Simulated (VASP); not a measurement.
Runs of VASP 6.6.1 on ScHg. The structure is that of space group Pm-3m (No. 221), or close to it. The cells are those of the table. 

| cell | further INCAR settings | gap on the mesh (eV) | pressure (GPa) |
| --- | --- | --- | --- |
| a = 3.480, b = 3.480, c = 3.532 Å, 2 atoms | ALGO = Fast; EDIFF = 1e-07; NBANDS = 18 | none | -4.7 |
| a = 3.480, b = 3.480, c = 3.550 Å, 2 atoms | ALGO = Fast; EDIFF = 1e-07; NBANDS = 18 | none | (a) |
| a = 3.480, b = 3.480, c = 3.497 Å, 2 atoms | ALGO = Fast; EDIFF = 1e-06; NBANDS = 18 | none | -4.0 |
| a = 3.480, b = 3.480, c = 3.410 Å, 2 atoms | ALGO = Fast; EDIFF = 1e-06; NBANDS = 18 | none | -1.9 |
| a = 3.480, b = 3.480, c = 3.445 Å, 2 atoms | ALGO = Fast; EDIFF = 1e-06; NBANDS = 18 | none | (b) |

Alike in all rows: task single point; level LDA; potentials or basis VASP PAW LDA potentials, release 64 (Sc_sv, Hg); no spin polarisation; k mesh 14 × 14 × 14; cutoff (eV) 520; smearing gaussian 0.15 eV.

Problem. Fill in the values left out.

Solution. (a) -5.1; (b) -2.8.

Caveats: spin-orbit coupling is left out, which moves the levels of the heavy elements; the cell stands under tension (at least some runs).

A k mesh can miss the band edges, and the runs leave out spin-orbit coupling on Hg.

A gap of «none» marks levels without a gap at the run's occupations.
